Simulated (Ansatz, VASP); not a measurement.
# CsTi2: VASP beside Ansatz

```xyz
3
Lattice="3.2623 0.0000 0.0000 -1.6311 2.8252 0.0000 0.0000 0.0000 8.8638" Properties=species:S:1:pos:R:3 pbc="T T T"
Cs    0.0000    0.0000    0.0000
Ti    1.6311    0.9417    5.4294
Ti    0.0000    1.8835    3.4343
```

Alike in both runs: task single point; functional PBE; k mesh 6 × 6 × 2; occupations gaussian, width 0.1 eV; collinear spin.

|  | VASP | Ansatz |
| --- | --- | --- |
| version | VASP 6.6.1 | Ansatz 0.2.0 |
| potentials or method | VASP PAW PBE potentials, release 64 (Cs_sv, Ti_sv), cutoff 520 eV | scalar-relativistic, plane waves, PAW |
| valence electrons in the cell | 33 | 33 |

```csv
,VASP,Ansatz,Ansatz less VASP
gap on the k mesh at the Fermi level (eV),none,none,-
pressure (GPa),0.1,0.0,-0.04
"traceless stress, the component that is largest in VASP (GPa)",-0.12,-0.01,+0.110
rms of the force components (eV/Å),0.002,0.004,+0.0019
net moment per atom (μB),0.00,0.00,-0.005
```

Atom by atom the forces differ by 0.006 eV/Å (rms over components). A gap of «none» marks a metal or a gap that the smearing closes. With one functional, cell and mesh, what is left measures potentials, basis and numerics. Ansatz's warnings: seeded moment not kept.

The k mesh is coarse, so the values compare programs but aren't converged. Spin-orbit coupling is off throughout.
